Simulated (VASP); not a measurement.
A run of VASP 6.6.1 is set up as follows.

INCAR

```
SYSTEM = Be2SbP3
PREC     = Accurate       ! precision mode
ENCUT    = 520            ! plane-wave cutoff, eV
EDIFF    = 1E-6           ! SCF threshold, eV
ISMEAR   = 0              ! smearing method
SIGMA    = 0.1            ! smearing width, eV
LREAL    = .FALSE.        ! projectors in reciprocal space
LASPH    = .TRUE.         ! aspherical terms in the spheres
NELM     = 60             ! most SCF steps
ALGO     = Fast           ! electronic algorithm
ISIF     = 2              ! what is computed and relaxed
LWAVE    = .FALSE.        ! write WAVECAR
LCHARG   = .FALSE.        ! write CHGCAR
GGA      = PE             ! functional
NBANDS   = 21             ! bands
```

Contents of KPOINTS:

```
Automatic mesh
0
G
  12 12 6
  0 0 0
```

Contents of POSCAR:

```
Be2SbP3
1.0
    3.9994792205      0.0000000000      0.0000000000
   -1.9997396102      3.4636506068      0.0000000000
    0.0000000000      0.0000000000      8.2923212476
Be Sb P
2 1 3
Direct
    0.3333333333      0.6666666667      0.6567748550
    0.3333333333      0.6666666667      0.3185175434
    0.0000000000      0.0000000000      0.6828435021
    0.6666666667      0.3333333333      0.3079544710
    0.6666666667      0.3333333333      0.0423982134
    0.0000000000      0.0000000000      0.9915104350
```

Potentials or basis: VASP PAW PBE potentials, release 64 (Be, Sb, P).

Command:

```bash
$ cat potpaw_PBE.64/Be/POTCAR potpaw_PBE.64/Sb/POTCAR potpaw_PBE.64/P/POTCAR > POTCAR
$ mpirun -np 1 vasp_std > vasp.out
```

(1) Estimate the largest force.

(2) What does it give for the band gap on the k mesh?

(3) Estimate the pressure.

## Answers

(1) 0.045 eV/Å.

(2) zero (bands 12 and 13 overlap by 0.90 eV).

(3) 0.1 GPa.

Caveat: spin-orbit coupling is left out, which moves the levels of the heavy elements.
